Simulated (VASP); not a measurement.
Runs of VASP 6.6.1 on Zr3Si2. The structure is that of space group P4/mbm (No. 127), or close to it. The cells are those of the table. 

```csv
cell,further INCAR settings,gap on the mesh (eV),pressure (GPa),largest force (eV/Å)
"a = 6.940, b = 6.940, c = 3.551 Å, 10 atoms",ALGO = Fast; EDIFF = 1e-07; NBANDS = 55,none,(b),0.01
"a = 6.995, b = 6.995, c = 3.608 Å, 10 atoms",ALGO = Fast; EDIFF = 1e-06; NBANDS = 55,none,4.8,0.01
"a = 7.004, b = 7.004, c = 3.598 Å, 10 atoms",ALGO = Fast; EDIFF = 1e-06; NBANDS = 55,none,4.8,-
"a = 7.182, b = 7.182, c = 3.739 Å, 10 atoms",ALGO = Fast; EDIFF = 1e-06; NBANDS = 55,none,-7.2,-
"a = 7.125, b = 7.125, c = 3.692 Å, 10 atoms",ALGO = Fast; EDIFF = 1e-06; NBANDS = 55,none,-3.8,-
"a = 7.256, b = 7.256, c = 3.802 Å, 10 atoms",ALGO = Fast; EDIFF = 1e-06; NBANDS = 55,none,-11.0,-
"a = 6.924, b = 6.924, c = 3.572 Å, 10 atoms",ALGO = Fast; EDIFF = 1e-06; NBANDS = 55,none,(a),0.01
```

Alike in all rows: task single point; level PBEsol; potentials or basis VASP PAW PBE potentials, release 64 (Zr_sv, Si); no spin polarisation; k mesh 6 × 6 × 10; cutoff (eV) 520; smearing gaussian 0.1 eV.

Problem. Fill in the values left out.

Solution. (a) 10.0; (b) 10.1.

Caveats: the PAW data sets were made with another functional, which shifts forces and pressure a little.

A k mesh can miss the band edges, and the runs leave out spin-orbit coupling on Zr.

A gap of «none» marks levels without a gap at the run's occupations.
